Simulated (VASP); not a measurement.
# CoNiO2 (P4/mmm) in VASP: single point with PBEsol

Aim: the single point of CoNiO2 with PBEsol.

All numbers are computed with VASP 6.6.1; they aren't measurements. Logs are shortened: lines on timing, memory, paths and dates and some standing lists are left out, and cuts for length are marked.

## Step 1: The cell of the first run

It takes space group P4/mmm (No. 123, tetragonal). Conventional cell: a = 3.014 Å, b = 3.014 Å, c = 4.222 Å, α = 90.00°, β = 90.00°, γ = 90.00°. Co (site symmetry 4/mmm) has 6 O at 2.11 to 2.13 Å within 2.8 Å. Ni (site symmetry 4/mmm) has 6 O at 2.11 to 2.13 Å within 2.8 Å. O (site symmetry 4/mmm) has 2 Co at 2.11 Å and 4 Ni at 2.13 Å within 2.8 Å. Within 2.8 Å of O (site symmetry 4/mmm) lie 2 Ni at 2.11 Å and 4 Co at 2.13 Å.

## Step 2: Single point, PBEsol, collinear spin, ferromagnetic start

INCAR reads:

```
SYSTEM = CoNiO2
PREC = Accurate
ENCUT = 520
EDIFF = 1E-6
ISMEAR = -1
SIGMA = 0.1
LREAL = .FALSE.
LASPH = .TRUE.
NELM = 150
ALGO = Normal
ISIF = 2
LWAVE = .FALSE.
LCHARG = .FALSE.
ISPIN = 2
MAGMOM = 2.5 1.5 0 0
LORBIT = 11
LMAXMIX = 4
GGA = PS
NBANDS = 28
```

KPOINTS reads:

```
Automatic mesh
0
G
  7 7 5
  0 0 0
```

POSCAR reads:

```
CoNiO2
1.0
    3.0143300000      0.0000000000      0.0000000000
    0.0000000000      3.0143300000      0.0000000000
    0.0000000000      0.0000000000      4.2222900000
Co Ni O
1 1 2
Direct
    0.5000000000      0.5000000000      0.5000000000
    0.0000000000      0.0000000000      0.0000000000
    0.5000000000      0.5000000000      0.0000000000
    0.0000000000      0.0000000000      0.5000000000
```

Potentials or basis: VASP PAW PBE potentials, release 64 (Co, Ni, O).

On the command line:

```bash
$ cat potpaw_PBE.64/Co/POTCAR potpaw_PBE.64/Ni/POTCAR potpaw_PBE.64/O/POTCAR > POTCAR
$ mpirun -np 1 vasp_std > vasp.out
```

OUTCAR:

```text
SYSTEM = CoNiO2
   PREC = Accurate
   ENCUT = 520
   EDIFF = 1E-6
   ISMEAR = -1
   LREAL = .FALSE.
   LASPH = .TRUE.
   NELM = 150
   ISIF = 2
   ISPIN = 2
   LORBIT = 11
   GGA = PS

 ion  position               nearest neighbor table
   1  0.500  0.500  0.500-   3 2.11   3 2.11   4 2.13   4 2.13   4 2.13   4 2.13   2 3.00   2 3.00
                             2 3.00   2 3.00   2 3.00   2 3.00   2 3.00   2 3.00
   2  0.000  0.000  0.000-   4 2.11   4 2.11   3 2.13   3 2.13   3 2.13   3 2.13   1 3.00   1 3.00
                             1 3.00   1 3.00   1 3.00   1 3.00   1 3.00   1 3.00
   3  0.500  0.500  0.000-   1 2.11   1 2.11   2 2.13   2 2.13   2 2.13   2 2.13
   4  0.000  0.000  0.500-   2 2.11   2 2.11   1 2.13   1 2.13   1 2.13   1 2.13

  LATTYP: Found a simple tetragonal cell.
 ALAT       =     3.0143300000
 C/A-ratio  =     1.4007391361

  Lattice vectors:

 A1 = (   3.0143300000,   0.0000000000,   0.0000000000)
 A2 = (   0.0000000000,   3.0143300000,   0.0000000000)
 A3 = (   0.0000000000,   0.0000000000,   4.2222900000)

Analysis of symmetry for initial positions (statically):
=====================================================================
 Subroutine PRICEL returns:
 Original cell was already a primitive cell.

 Routine SETGRP: Setting up the symmetry group for a
 simple tetragonal supercell.

 Subroutine GETGRP returns: Found 16 space group operations
 (whereof 16 operations were pure point group operations)
 out of a pool of 16 trial point group operations.

The static configuration has the point symmetry D_4h.

Analysis of symmetry for dynamics (positions and initial velocities):
=====================================================================
 Subroutine PRICEL returns:
 Original cell was already a primitive cell.

 Routine SETGRP: Setting up the symmetry group for a
 simple tetragonal supercell.

 Subroutine GETGRP returns: Found 16 space group operations
 (whereof 16 operations were pure point group operations)
 out of a pool of 16 trial point group operations.

The dynamic configuration has the point symmetry D_4h.

Analysis of structural, dynamic, and magnetic symmetry:
=====================================================================
 Subroutine PRICEL returns:
 Original cell was already a primitive cell.

 Routine SETGRP: Setting up the symmetry group for a
 simple tetragonal supercell.

 Subroutine GETGRP returns: Found 16 space group operations
 (whereof 16 operations were pure point group operations)
 out of a pool of 16 trial point group operations.

The overall configuration has the point symmetry D_4h.

 Subroutine INISYM returns: Found 16 space group operations
 (whereof 16 operations are pure point group operations),
 and found     1 'primitive' translations

----------------------------------------------------------------------------------------

                                     Primitive cell

  volume of cell :      38.3645

  direct lattice vectors                    reciprocal lattice vectors
     3.014330000  0.000000000  0.000000000     0.331748680  0.000000000  0.000000000
     0.000000000  3.014330000  0.000000000     0.000000000  0.331748680  0.000000000
     0.000000000  0.000000000  4.222290000     0.000000000  0.000000000  0.236838303

  length of vectors
     3.014330000  3.014330000  4.222290000     0.331748680  0.331748680  0.236838303

  position of ions in fractional coordinates (direct lattice)
     0.500000000  0.500000000  0.500000000
     0.000000000  0.000000000  0.000000000
     0.500000000  0.500000000  0.000000000
     0.000000000  0.000000000  0.500000000

  ion indices of the primitive-cell ions
   primitive index   ion index
                 1           1
                 2           2
                 3           3
                 4           4

----------------------------------------------------------------------------------------

 KPOINTS: Automatic mesh

Automatic generation of k-mesh.
 Grid dimensions read from file:
 generate k-points for:    7    7    5

 Generating k-lattice:

  Cartesian coordinates                     Fractional coordinates (reciprocal lattice)
     0.047392669  0.000000000  0.000000000     0.142857143  0.000000000  0.000000000
     0.000000000  0.047392669  0.000000000     0.000000000  0.142857143  0.000000000
     0.000000000  0.000000000  0.047367661     0.000000000  0.000000000  0.200000000

  Length of vectors
     0.047392669  0.047392669  0.047367661

  Shift w.r.t. Gamma in fractional coordinates (k-lattice)
     0.000000000  0.000000000  0.000000000

 Subroutine IBZKPT returns following result:
 ===========================================

 Found     30 irreducible k-points:

 Following reciprocal coordinates:
            Coordinates               Weight
  0.000000  0.000000  0.000000      1.000000
  0.142857  0.000000  0.000000      4.000000
  0.285714  0.000000  0.000000      4.000000
  0.428571  0.000000  0.000000      4.000000
  0.142857  0.142857  0.000000      4.000000
  0.285714  0.142857  0.000000      8.000000
[... 16 lines left out ...]
  0.285714  0.000000  0.400000      8.000000
  0.428571  0.000000  0.400000      8.000000
 [... further k-points ...]
   k-points           NKPTS =     30   k-points in BZ     NKDIM =     30   number of bands    NBANDS=     28
   number of dos      NEDOS =    301   number of ions     NIONS =      4
   total plane-waves  NPLWV =  18432
   dimension x,y,z NGX =    24 NGY =   24 NGZ =   32
   dimension x,y,z NGXF=    48 NGYF=   48 NGZF=   64
   ions per type =               1   1   2
   NGX,Y,Z   is equivalent  to a cutoff of  13.24, 13.24, 12.60 a.u.
   NGXF,Y,Z  is equivalent  to a cutoff of  26.47, 26.47, 25.20 a.u.
 SYSTEM =  CoNiO2
   PREC   = accura    normal or accurate (medium, high low for compatibility)
   ISTART =      0    job   : 0-new  1-cont  2-samecut
   ICHARG =      2    charge: 1-file 2-atom 10-const
   ISPIN  =      2    spin polarized calculation?
   LNONCOLLINEAR =      F non collinear calculations
   LSORBIT =      F    spin-orbit coupling
   LASPH  =      T    aspherical Exc in radial PAW
   ENCUT  =  520.0 eV  38.22 Ry    6.18 a.u.   5.60  5.60  7.85*2*pi/ulx,y,z
   NELM   =    150;   NELMIN=  2; NELMDL= -5     # of ELM steps
   EDIFF  = 0.1E-05   stopping-criterion for ELM
   LREAL  =      F    real-space projection
   EDIFFG = 0.1E-04   stopping-criterion for IOM
   NSW    =      0    number of steps for IOM
   IBRION =     -1    ionic relax: 0-MD 1-quasi-New 2-CG
   NFREE  =      0    steps in history (QN), initial steepest desc. (CG)
   ISIF   =      2    stress and relaxation
   ISYM   =      2    0-nonsym 1-usesym 2-fastsym
   POTIM  = 0.5000    time-step for ionic-motion
   TEBEG  =    0.0;   TEEND  =   0.0 temperature during run
   PSTRESS=    0.0 pullay stress
   NELECT =      31.0000    total number of electrons
   NUPDOWN=      -1.0000    fix difference up-down
   EMIN   =  10.00;   EMAX   =-10.00  energy-range for DOS
   EFERMI =   0.00;   METHOD = LEGACY
   ISMEAR =    -1;   SIGMA  =   0.10  broadening in eV -4-tet -1-fermi 0-gaus
   EFERMI_NEDOS =   21; number of points for ismear=-14 and -15
   IALGO  =     38    algorithm
   IMIX   =      4    mixing-type and parameters
     AMIX     =   0.40;   BMIX     =  1.00
     AMIX_MAG =   1.60;   BMIX_MAG =  1.00
  volume/ion in A,a.u.               =       9.59        64.72
  Fermi-wavevector in a.u.,A,eV,Ry     =   1.524821  2.881494 31.634619  2.325079
  Thomas-Fermi vector in A             =   2.633076
   LORBIT       =     11    0 simple, 1 ext, 2 COOP (PROOUT), +10 PAW based schemes
   GGA     = PS    functional components
   LHFCALC =     F    Hartree Fock is set to
   AEXX    =    0.0000 exact exchange contribution
   IVDW    =     0    specifies the selected vdW correction
   LEPSILON=     F    determine dielectric tensor
   LRPA    =     F    only Hartree local field effects (RPA)
 spin polarized calculation
  energy-cutoff  :      520.00
  volume of cell :       38.36
 maximum number of plane-waves:      1055
 NGX is ok and might be reduce to    24
   NGX = 11   NGY = 11   NGZ = 15

 number of electron      30.9999976 magnetization       4.1875262

 Free energy of the ion-electron system (eV)
  ---------------------------------------------------
  ext. energy  EPLUGINS =         0.00000000
  ---------------------------------------------------
  free energy    TOTEN  =       -26.32903341 eV

  energy without entropy =      -26.12182072  energy(sigma->0) =      -26.22542707

 E-fermi :   7.4410     XC(G=0): -12.6720

 val. band max:        7.4376595521   @ k =   0.2857   0.1429   0.4000
 cond. band min:       7.4446139395   @ k =   0.1429   0.0000   0.0000
 fundamental gap:      0.0069543874
 Fermi energy:         7.4409966760

 spin component 1

 k-point     1 :       0.0000    0.0000    0.0000
  band No.  band energies     occupation
      1     -12.6667      1.00000
      2     -11.3424      1.00000
      3       0.6614      1.00000
      4       3.1081      1.00000
      5       3.1081      1.00000
      6       3.7482      1.00000
[... 19 lines left out ...]
     26      25.6635      0.00000
     27      25.6675      0.00000

 k-point     2 :       0.1429    0.0000    0.0000
  band No.  band energies     occupation
      1     -12.5273      1.00000
      2     -11.3103      1.00000
      3       0.7727      1.00000
      4       2.1450      1.00000
      5       2.6299      1.00000
      6       3.1228      1.00000
[... 19 lines left out ...]
     26      24.2158      0.00000
     27      25.8671      0.00000

 k-point     3 :       0.2857    0.0000    0.0000
  band No.  band energies     occupation
      1     -12.1607      1.00000
      2     -11.2764      1.00000
      3       0.9365      1.00000
      4       1.0981      1.00000
      5       1.6197      1.00000
      6       1.9952      1.00000
[... 594 lines left out ...]
      1     -11.7866      1.00000
      2     -11.4820      1.00000
      3       0.0357      1.00000
      4       0.3935      1.00000
      5       1.6403      1.00000
      6       1.9443      1.00000
[... 19 lines left out ...]
     26      21.9554      0.00000
     27      26.9230      0.00000

 k-point    24 :       0.4286    0.0000    0.4000
  band No.  band energies     occupation
      1     -11.5163      1.00000
      2     -11.3622      1.00000
      3      -0.5074      1.00000
      4      -0.3991      1.00000
      5       1.5414      1.00000
      6       1.5508      1.00000
[... 19 lines left out ...]
     26      21.2488      0.00000
     27      27.7273      0.00000

 [... further k-points ...]

 spin component 2

 k-point     1 :       0.0000    0.0000    0.0000
  band No.  band energies     occupation
      1     -12.2542      1.00000
      2     -10.8679      1.00000
      3       0.9935      1.00000
      4       3.5459      1.00000
      5       3.5459      1.00000
      6       4.8013      1.00000
[... 19 lines left out ...]
     26      26.0289      0.00000
     27      26.0289      0.00000

 k-point     2 :       0.1429    0.0000    0.0000
  band No.  band energies     occupation
      1     -12.1115      1.00000
      2     -10.8375      1.00000
      3       1.1219      1.00000
      4       2.6942      1.00000
      5       3.3378      1.00000
      6       3.7576      1.00000
[... 19 lines left out ...]
     26      24.6771      0.00000
     27      26.2166      0.00000

 k-point     3 :       0.2857    0.0000    0.0000
  band No.  band energies     occupation
      1     -11.7351      1.00000
      2     -10.8103      1.00000
      3       1.4906      1.00000
      4       1.4975      1.00000
      5       2.1921      1.00000
      6       2.9872      1.00000
[... 594 lines left out ...]
      1     -11.3457      1.00000
      2     -11.0420      1.00000
      3       0.4834      1.00000
      4       0.8573      1.00000
      5       2.5971      1.00000
      6       3.0095      1.00000
[... 19 lines left out ...]
     26      22.4693      0.00000
     27      27.2835      0.00000

 k-point    24 :       0.4286    0.0000    0.4000
  band No.  band energies     occupation
      1     -11.0615      1.00000
      2     -10.9288      1.00000
      3      -0.0843      1.00000
      4       0.0377      1.00000
      5       2.6148      1.00000
      6       2.7374      1.00000
[... 19 lines left out ...]
     26      21.6502      0.00000
     27      28.1234      0.00000

 [... further k-points ...]

 [bands above 27 left out]

------------------------ aborting loop because EDIFF is reached ----------------------------------------

  FORCE on cell =-STRESS in cart. coord.  units (eV):
  Direction    XX          YY          ZZ          XY          YZ          ZX
  --------------------------------------------------------------------------------------
  -------------------------------------------------------------------------------------
  Total       -3.1906866     -3.1906866     -3.0642935      0.0000000      0.0000000      0.0000000
  in kB     -133.2493433   -133.2493433   -127.9709215      0.0000000      0.0000000      0.0000000
  external PRESSURE =    -131.4898693 kB  Pullay stress =       0.0000000 kB

 VOLUME and BASIS-vectors are now :
 -----------------------------------------------------------------------------
  energy-cutoff  :      520.00
  volume of cell :       38.36
      direct lattice vectors                 reciprocal lattice vectors
     3.014330000  0.000000000  0.000000000     0.331748680  0.000000000  0.000000000
     0.000000000  3.014330000  0.000000000     0.000000000  0.331748680  0.000000000
     0.000000000  0.000000000  4.222290000     0.000000000  0.000000000  0.236838303

 POSITION                                       TOTAL-FORCE (eV/Angst)
 -----------------------------------------------------------------------------------
      1.50717      1.50717      2.11115         0.000000      0.000000      0.000000
      0.00000      0.00000      0.00000         0.000000      0.000000      0.000000
      1.50717      1.50717      0.00000         0.000000      0.000000      0.000000
      0.00000      0.00000      2.11115         0.000000      0.000000      0.000000
 -----------------------------------------------------------------------------------
    total drift:                                0.000000     -0.000000     -0.000000

  FREE ENERGIE OF THE ION-ELECTRON SYSTEM (eV)
  ---------------------------------------------------
  free  energy   TOTEN  =       -26.3290334146 eV

  energy  without entropy=      -26.1218207164  energy(sigma->0) =      -26.22542707

 total charge

# of ion       s       p       d       tot
------------------------------------------
    1        0.300   0.362   7.142   7.803
    2        0.315   0.368   8.281   8.964
    3        1.556   3.363   0.000   4.919
    4        1.555   3.377   0.000   4.932
--------------------------------------------------
tot          3.726   7.470  15.422  26.618

 magnetization (x)

# of ion       s       p       d       tot
------------------------------------------
    1        0.018   0.018   2.399   2.435
    2        0.011   0.012   1.163   1.186
    3        0.024   0.206   0.000   0.229
    4        0.026   0.224   0.000   0.249
--------------------------------------------------
tot          0.079   0.459   3.562   4.100
```

Wall time 2 min (1 thread of Intel Xeon 8259CL, shared host); peak memory 0.19 GiB.

Results:

```
Free energy                                           : -26.3290 eV
Pressure                                              : -13.1 GPa
Net moment                                            : 4.19 μB per cell
Site moments                                          : Co +2.44; Ni +1.19; O +0.23, +0.25 μB
Valence electrons inside the program's atomic spheres : Co 7.80; Ni 8.96; O 4.92, 4.93
```

Caveat: the PAW data sets were made with another functional, which shifts forces and pressure a little; semilocal functionals often make such compounds metallic where correlation or magnetic order opens a gap, which also shifts bond lengths.
